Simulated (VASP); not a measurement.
# CaLa8Ga7O23 (a cell with a defect) in VASP: single point with PBEsol

Aim: the single point of CaLa8Ga7O23 (a cell with a defect) with PBEsol.

Program: VASP 6.6.1. These are calculated values, not measurements. Logs are shortened: lines on timing, memory, paths and dates and some standing lists are left out, and cuts for length are marked.

## 1. The cell of the first run

The cell holds a defect, 39 atoms: a = 7.729 Å, b = 7.729 Å, c = 7.729 Å, α = 90.00°, β = 90.00°, γ = 90.00°.

## 2. Single point, PBEsol

INCAR reads:

```
PREC = Accurate ; ENCUT = 520
EDIFF = 1E-7 ; ISMEAR = -1
SIGMA = 0.05 ; LREAL = Auto
LASPH = T ; NELM = 80
ALGO = Normal ; ISIF = 2
LWAVE = F ; LCHARG = F
GGA = PS ; NELECT = 328.0
ISYM = 0 ; NBANDS = 188
```

KPOINTS reads:

```
Automatic mesh
0
Gamma
  1 1 1
  0.25 0.25 0.25
```

POSCAR reads:

```
CaLa8Ga7O23
1.0
    7.7293080000      0.0000000000      0.0000000000
    0.0000000000      7.7293080000      0.0000000000
    0.0000000000      0.0000000000      7.7293080000
La Ca Ga O
8 1 7 23
Direct
    0.9926210000      0.0067990000      0.9784370000
    0.9717870000      0.9897630000      0.4952900000
    0.0081400000      0.4974670000      0.0202490000
    0.0182480000      0.5030950000      0.5177500000
    0.4868260000      0.0000050000      0.9798570000
    0.4959610000      0.9901100000      0.4841700000
    0.5056760000      0.4956960000      0.0067060000
    0.5228250000      0.5075350000      0.5195570000
    0.2502120000      0.2461750000      0.2563740000
    0.2522340000      0.2501710000      0.7469970000
    0.2486270000      0.7507890000      0.2480310000
    0.2504180000      0.7496690000      0.7516200000
    0.7498110000      0.2488970000      0.2471090000
    0.7519040000      0.2495490000      0.7484350000
    0.7482710000      0.7498640000      0.2413070000
    0.7560860000      0.7412160000      0.8030170000
    0.2198490000      0.2054800000      0.9823460000
    0.2881210000      0.3123240000      0.5197180000
    0.2259740000      0.8066810000      0.9973890000
    0.2768990000      0.6972150000      0.5031610000
    0.7938130000      0.2786010000      0.9951250000
    0.7086230000      0.2170680000      0.4998830000
    0.7236850000      0.7786010000      0.4924270000
    0.9814330000      0.3012320000      0.2886590000
    0.9988190000      0.2154560000      0.7076830000
    0.9939850000      0.6970510000      0.2665190000
    0.0005090000      0.7811490000      0.7259870000
    0.5178590000      0.1976550000      0.2079770000
    0.5062130000      0.2822110000      0.7885520000
    0.5016640000      0.7968480000      0.2178670000
    0.5015640000      0.7131870000      0.7772340000
    0.2111460000      0.9790200000      0.3124550000
    0.2905550000      0.9969620000      0.7072350000
    0.2790530000      0.5172710000      0.1941480000
    0.2145440000      0.5041030000      0.8006620000
    0.8067270000      0.9953090000      0.2185460000
    0.7257550000      0.9966980000      0.7767040000
    0.6947270000      0.5029870000      0.2582880000
    0.7815740000      0.5003730000      0.7183200000
```

Potentials or basis: VASP PAW PBE potentials, release 64 (La, Ca_sv, Ga_d, O).

Command:

```sh
> cat potpaw_PBE.64/La/POTCAR potpaw_PBE.64/Ca_sv/POTCAR potpaw_PBE.64/Ga_d/POTCAR potpaw_PBE.64/O/POTCAR > POTCAR
> mpirun -np 1 vasp_std > vasp.out
```

OUTCAR:

```text
PREC = Accurate
   ENCUT = 520
   EDIFF = 1E-7
   ISMEAR = -1
   LREAL = Auto
   LASPH = T
   NELM = 80
   ISIF = 2
   GGA = PS
   NELECT = 328.0
   ISYM = 0

 ion  position               nearest neighbor table
   1  0.993  0.007  0.978-  17 2.33  36 2.35  19 2.38  37 2.59  21 2.61  27 2.62  25 2.64  16 3.07
                            14 3.18  10 3.28
   2  0.972  0.990  0.495-  32 2.33  25 2.40  27 2.41  36 2.49  23 2.52  22 2.69  15 3.21  13 3.26
                            14 3.28   6 3.68
   3  0.008  0.497  0.020-  35 2.33  21 2.38  26 2.45  34 2.49  24 2.58  17 2.80  16 3.19  11 3.22
                             9 3.26  13 3.28  15 3.28
   4  0.018  0.503  0.518-  24 2.38  39 2.40  26 2.46  20 2.50  18 2.55  35 2.66  25 2.67  27 2.69
                            12 3.18  10 3.20   9 3.35
   5  0.487  0.000  0.980-  28 2.35  30 2.42  37 2.42  19 2.51  33 2.60  17 2.60  29 2.64  31 2.72
                            12 3.19  16 3.19  10 3.20   9 3.40
   6  0.496  0.990  0.484-  33 2.34  23 2.40  22 2.41  30 2.54  32 2.57  28 2.68  11 3.23   9 3.26
                            15 3.28   2 3.68
   7  0.506  0.496  0.007-  34 2.28  29 2.36  38 2.43  31 2.44  35 2.76  28 2.78  21 2.79  16 3.13
                            13 3.26  15 3.27   9 3.37
   8  0.523  0.508  0.520-  18 2.36  20 2.40  38 2.42  39 2.52  31 2.55  23 2.62  22 2.67  29 2.72
                            14 3.20
   9  0.250  0.246  0.256-  18 2.12  32 2.13  24 2.14  28 2.14  17 2.15  34 2.16   3 3.26   6 3.26
                             4 3.35   7 3.37   5 3.40
  10  0.252  0.250  0.747-  18 1.84  17 1.87  25 2.00  33 2.00  29 2.00  35 2.03   4 3.20   5 3.20
                             1 3.28
  11  0.249  0.751  0.248-  32 1.86  34 1.87  19 1.99  30 2.00  26 2.02  20 2.03   3 3.22   6 3.23

  12  0.250  0.750  0.752-  35 1.96  27 1.96  19 1.96  33 1.97  31 1.97  20 1.97   4 3.18   5 3.19

  13  0.750  0.249  0.247-  28 1.86  24 1.86  21 1.99  22 1.99  38 2.01  36 2.02   2 3.26   7 3.26
                             3 3.28
  14  0.752  0.250  0.748-  29 1.94  21 1.95  25 1.95  39 1.97  22 1.97  37 1.98   1 3.18   8 3.20
                             2 3.28
  15  0.748  0.750  0.241-  30 1.95  26 1.95  38 1.96  36 1.96  23 1.96   2 3.21   7 3.27   3 3.28
                             6 3.28
  16  0.756  0.741  0.803-  39 1.98  31 1.99  37 2.00  27 2.00  23 2.43   1 3.07   7 3.13   3 3.19
                             5 3.19
  17  0.220  0.205  0.982-  10 1.87   9 2.15   1 2.33   5 2.60   3 2.80
  18  0.288  0.312  0.520-  10 1.84   9 2.12   8 2.36   4 2.55
  19  0.226  0.807  0.997-  12 1.96  11 1.99   1 2.38   5 2.51
  20  0.277  0.697  0.503-  12 1.97  11 2.03   8 2.40   4 2.50
  21  0.794  0.279  0.995-  14 1.95  13 1.99   3 2.38   1 2.61   7 2.79
  22  0.709  0.217  0.500-  14 1.97  13 1.99   6 2.41   8 2.67   2 2.69
  23  0.724  0.779  0.492-  15 1.96   6 2.40  16 2.43   2 2.52   8 2.62
  24  0.981  0.301  0.289-  13 1.86   9 2.14   4 2.38   3 2.58
  25  0.999  0.215  0.708-  14 1.95  10 2.00   2 2.40   1 2.64   4 2.67
  26  0.994  0.697  0.267-  15 1.95  11 2.02   3 2.45   4 2.46
  27  0.001  0.781  0.726-  12 1.96  16 2.00   2 2.41   1 2.62   4 2.69
  28  0.518  0.198  0.208-  13 1.86   9 2.14   5 2.35   6 2.68   7 2.78
  29  0.506  0.282  0.789-  14 1.94  10 2.00   7 2.36   5 2.64   8 2.72
  30  0.502  0.797  0.218-  15 1.95  11 2.00   5 2.42   6 2.54
  31  0.502  0.713  0.777-  12 1.97  16 1.99   7 2.44   8 2.55   5 2.72
  32  0.211  0.979  0.312-  11 1.86   9 2.13   2 2.33   6 2.57
  33  0.291  0.997  0.707-  12 1.97  10 2.00   6 2.34   5 2.60
  34  0.279  0.517  0.194-  11 1.87   9 2.16   7 2.28   3 2.49
  35  0.215  0.504  0.801-  12 1.96  10 2.03   3 2.33   4 2.66   7 2.76
  36  0.807  0.995  0.219-  15 1.96  13 2.02   1 2.35   2 2.49
  37  0.726  0.997  0.777-  14 1.98  16 2.00   5 2.42   1 2.59
  38  0.695  0.503  0.258-  15 1.96  13 2.01   8 2.42   7 2.43
  39  0.782  0.500  0.718-  14 1.97  16 1.98   4 2.40   8 2.52

IMPORTANT INFORMATION: All symmetrisations will be switched off!
NOSYMM: (Re-)initialisation of all symmetry stuff for point group C_1.

----------------------------------------------------------------------------------------

                                     Primitive cell

  volume of cell :     461.7659

  direct lattice vectors                    reciprocal lattice vectors
     7.729308000  0.000000000  0.000000000     0.129377688  0.000000000  0.000000000
     0.000000000  7.729308000  0.000000000     0.000000000  0.129377688  0.000000000
     0.000000000  0.000000000  7.729308000     0.000000000  0.000000000  0.129377688

  length of vectors
     7.729308000  7.729308000  7.729308000     0.129377688  0.129377688  0.129377688

  position of ions in fractional coordinates (direct lattice)
     0.992621000  0.006799000  0.978437000
     0.971787000  0.989763000  0.495290000
     0.008140000  0.497467000  0.020249000
     0.018248000  0.503095000  0.517750000
     0.486826000  0.000005000  0.979857000
     0.495961000  0.990110000  0.484170000
[... 31 lines left out ...]
     0.694727000  0.502987000  0.258288000
     0.781574000  0.500373000  0.718320000

  ion indices of the primitive-cell ions
   primitive index   ion index
                 1           1
                 2           2
                 3           3
                 4           4
                 5           5
                 6           6
[... 31 lines left out ...]
                38          38
                39          39

----------------------------------------------------------------------------------------

 KPOINTS: Automatic mesh

Automatic generation of k-mesh.
 Grid dimensions read from file:
 generate k-points for:    1    1    1

 Generating k-lattice:

  Cartesian coordinates                     Fractional coordinates (reciprocal lattice)
     0.129377688  0.000000000  0.000000000     1.000000000  0.000000000  0.000000000
     0.000000000  0.129377688  0.000000000     0.000000000  1.000000000  0.000000000
     0.000000000  0.000000000  0.129377688     0.000000000  0.000000000  1.000000000

  Length of vectors
     0.129377688  0.129377688  0.129377688

  Shift w.r.t. Gamma in fractional coordinates (k-lattice)
     0.250000000  0.250000000  0.250000000

 Subroutine IBZKPT returns following result:
 ===========================================

 Found      4 irreducible k-points:

 Following reciprocal coordinates:
            Coordinates               Weight
  0.250000  0.250000  0.250000      2.000000
 -0.250000  0.250000  0.250000      2.000000
 -0.250000 -0.250000  0.250000      2.000000
  0.250000 -0.250000  0.250000      2.000000
   k-points           NKPTS =      4   k-points in BZ     NKDIM =      4   number of bands    NBANDS=    188
   number of dos      NEDOS =    301   number of ions     NIONS =     39
   total plane-waves  NPLWV = 216000
   dimension x,y,z NGX =    60 NGY =   60 NGZ =   60
   dimension x,y,z NGXF=   120 NGYF=  120 NGZF=  120
   ions per type =               8   1   7  23
   NGX,Y,Z   is equivalent  to a cutoff of  12.91, 12.91, 12.91 a.u.
   NGXF,Y,Z  is equivalent  to a cutoff of  25.81, 25.81, 25.81 a.u.
 SYSTEM =  unknown system
   PREC   = accura    normal or accurate (medium, high low for compatibility)
   ISTART =      0    job   : 0-new  1-cont  2-samecut
   ICHARG =      2    charge: 1-file 2-atom 10-const
   ISPIN  =      1    spin polarized calculation?
   LNONCOLLINEAR =      F non collinear calculations
   LSORBIT =      F    spin-orbit coupling
   LASPH  =      T    aspherical Exc in radial PAW
   ENCUT  =  520.0 eV  38.22 Ry    6.18 a.u.  14.37 14.37 14.37*2*pi/ulx,y,z
   NELM   =     80;   NELMIN=  2; NELMDL= -5     # of ELM steps
   EDIFF  = 0.1E-06   stopping-criterion for ELM
   LREAL  =      T    real-space projection
   EDIFFG = 0.1E-05   stopping-criterion for IOM
   NSW    =      0    number of steps for IOM
   IBRION =     -1    ionic relax: 0-MD 1-quasi-New 2-CG
   NFREE  =      0    steps in history (QN), initial steepest desc. (CG)
   ISIF   =      2    stress and relaxation
   ISYM   =      0    0-nonsym 1-usesym 2-fastsym
   POTIM  = 0.5000    time-step for ionic-motion
   TEBEG  =    0.0;   TEEND  =   0.0 temperature during run
   PSTRESS=    0.0 pullay stress
   NELECT =     328.0000    total number of electrons
   NUPDOWN=      -1.0000    fix difference up-down
   EMIN   =  10.00;   EMAX   =-10.00  energy-range for DOS
   EFERMI =   0.00;   METHOD = LEGACY
   ISMEAR =    -1;   SIGMA  =   0.05  broadening in eV -4-tet -1-fermi 0-gaus
   EFERMI_NEDOS =   21; number of points for ismear=-14 and -15
   IALGO  =     38    algorithm
   IMIX   =      4    mixing-type and parameters
     AMIX     =   0.40;   BMIX     =  1.00
     AMIX_MAG =   1.60;   BMIX_MAG =  1.00
  volume/ion in A,a.u.               =      11.84        79.90
  Fermi-wavevector in a.u.,A,eV,Ry     =   1.460693  2.760309 29.029702  2.133623
  Thomas-Fermi vector in A             =   2.577112
   LORBIT       =      0    0 simple, 1 ext, 2 COOP (PROOUT), +10 PAW based schemes
   GGA     = PS    functional components
   LHFCALC =     F    Hartree Fock is set to
   AEXX    =    0.0000 exact exchange contribution
   IVDW    =     0    specifies the selected vdW correction
   LEPSILON=     F    determine dielectric tensor
   LRPA    =     F    only Hartree local field effects (RPA)
 non-spin polarized calculation
  energy-cutoff  :      520.00
  volume of cell :      461.77
 maximum number of plane-waves:     12452
 NGX is ok and might be reduce to    60
   NGX = 29   NGY = 29   NGZ = 29

 number of electron     328.0000006 magnetization

 Free energy of the ion-electron system (eV)
  ---------------------------------------------------
  ext. energy  EPLUGINS =         0.00000000
  ---------------------------------------------------
  free energy    TOTEN  =      -285.93824048 eV

  energy without entropy =     -285.93824048  energy(sigma->0) =     -285.93824048

 E-fermi :   9.3340     XC(G=0): -12.0765

 val. band max:        8.1435817572   @ k =   0.2500  -0.2500   0.2500
 cond. band min:      11.0143508751   @ k =   0.2500   0.2500   0.2500
 fundamental gap:      2.8707691179
 Fermi energy:         9.3339727086

 k-point     1 :       0.2500    0.2500    0.2500
  band No.  band energies     occupation
      1     -29.2345      2.00000
      2     -23.1962      2.00000
      3     -23.1680      2.00000
      4     -23.1194      2.00000
      5     -23.0910      2.00000
      6     -23.0797      2.00000
[... 168 lines left out ...]
    175      11.7391      0.00000
    176      11.7483      0.00000

 k-point     2 :      -0.2500    0.2500    0.2500
  band No.  band energies     occupation
      1     -29.2345      2.00000
      2     -23.1965      2.00000
      3     -23.1680      2.00000
      4     -23.1185      2.00000
      5     -23.0906      2.00000
      6     -23.0806      2.00000
[... 168 lines left out ...]
    175      11.7379      0.00000
    176      11.7490      0.00000

 k-point     3 :      -0.2500   -0.2500    0.2500
  band No.  band energies     occupation
      1     -29.2345      2.00000
      2     -23.1967      2.00000
      3     -23.1675      2.00000
      4     -23.1190      2.00000
      5     -23.0905      2.00000
      6     -23.0804      2.00000
[... 168 lines left out ...]
    175      11.7230      0.00000
    176      11.7450      0.00000

 k-point     4 :       0.2500   -0.2500    0.2500
  band No.  band energies     occupation
      1     -29.2345      2.00000
      2     -23.1979      2.00000
      3     -23.1659      2.00000
      4     -23.1185      2.00000
      5     -23.0916      2.00000
      6     -23.0811      2.00000
[... 168 lines left out ...]
    175      11.7328      0.00000
    176      11.7484      0.00000
 [bands above 176 left out]

------------------------ aborting loop because EDIFF is reached ----------------------------------------

  FORCE on cell =-STRESS in cart. coord.  units (eV):
  Direction    XX          YY          ZZ          XY          YZ          ZX
  --------------------------------------------------------------------------------------
  -------------------------------------------------------------------------------------
  Total       38.7178103     38.6479125     33.9445504     -0.2726098      0.7626361     -0.8954572
  in kB      134.3382013    134.0956787    117.7765428     -0.9458673      2.6460991     -3.1069452
  external PRESSURE =     128.7368076 kB  Pullay stress =       0.0000000 kB

 VOLUME and BASIS-vectors are now :
 -----------------------------------------------------------------------------
  energy-cutoff  :      520.00
  volume of cell :      461.77
      direct lattice vectors                 reciprocal lattice vectors
     7.729308000  0.000000000  0.000000000     0.129377688  0.000000000  0.000000000
     0.000000000  7.729308000  0.000000000     0.000000000  0.129377688  0.000000000
     0.000000000  0.000000000  7.729308000     0.000000000  0.000000000  0.129377688

 POSITION                                       TOTAL-FORCE (eV/Angst)
 -----------------------------------------------------------------------------------
      7.67227      0.05255      7.56264         0.068228     -0.090124     -0.028409
      7.51124      7.65018      3.82825        -0.015385     -0.033123      0.048346
      0.06292      3.84508      0.15651         0.029059      0.042998      0.070705
      0.14104      3.88858      4.00185         0.057929      0.001526     -0.054349
      3.76283      0.00004      7.57362        -0.035256      0.023960      0.042670
      3.83344      7.65287      3.74230         0.070853     -0.028789     -0.040862
[... 31 lines left out ...]
      5.36976      3.88774      1.99639        -0.075246     -0.028047      0.047085
      6.04103      3.86754      5.55212         0.024045     -0.015674      0.020556
 -----------------------------------------------------------------------------------
    total drift:                                0.001977      0.033536      0.005373

  FREE ENERGIE OF THE ION-ELECTRON SYSTEM (eV)
  ---------------------------------------------------
  free  energy   TOTEN  =      -285.9382404781 eV

  energy  without entropy=     -285.9382404780  energy(sigma->0) =     -285.93824048
```

Wall time 19 min (1 thread of AMD EPYC 9R45 (Zen 5), shared host); peak memory 0.63 GiB.

What came out:

```yaml
Free_energy: -285.9382 eV
Largest_force: 0.117 eV/Å
```

Forces in eV/Å, atoms in the order of the input:
```
La   0.068 -0.090 -0.028
La  -0.015 -0.033  0.048
La   0.029  0.043  0.071
La   0.058  0.002 -0.054
La  -0.035  0.024  0.043
La   0.071 -0.029 -0.041
La   0.019  0.002 -0.034
La  -0.034  0.004  0.009
Ca   0.029 -0.004 -0.004
Ga   0.007  0.021 -0.007
Ga  -0.022 -0.007 -0.006
Ga  -0.007 -0.006  0.003
Ga  -0.008 -0.001  0.016
Ga  -0.021  0.008 -0.008
Ga   0.019 -0.024 -0.060
Ga   0.021 -0.015  0.027
O   -0.099 -0.030 -0.016
O    0.025  0.026  0.033
O    0.002  0.013  0.002
O    0.011 -0.021  0.043
O    0.064 -0.015 -0.022
O   -0.024 -0.004  0.010
O    0.017  0.000  0.038
O   -0.075  0.010  0.026
O    0.037 -0.013 -0.069
O    0.014  0.030 -0.033
O   -0.050  0.024 -0.023
O    0.083 -0.001 -0.017
O   -0.013 -0.041  0.030
O   -0.002  0.064 -0.055
O    0.049  0.056 -0.034
O   -0.027 -0.014  0.022
O   -0.007  0.021 -0.039
O    0.013  0.010 -0.008
O   -0.030 -0.010  0.015
O   -0.057  0.016 -0.006
O   -0.059  0.029  0.061
O   -0.075 -0.028  0.047
O    0.024 -0.016  0.021
```

Levels at points of the mesh, in eV from the Fermi level:
```
           k point  band 160  band 161  band 162  band 163  band 164  band 165  band 166  band 167  band 168  band 169
(0.25, 0.25, 0.25)     -2.95     -2.90     -2.81     -2.78     -1.21      1.68      1.87      2.12      2.19      2.21
```

Caveat: the cell carries a net charge on a neutralising background, which shifts energy and pressure; the cell is charged against a uniform background, so pressure and absolute levels hang on convention; the PAW data sets were made with another functional, which shifts forces and pressure a little; spin-orbit coupling is left out, which moves the levels of the heavy elements.
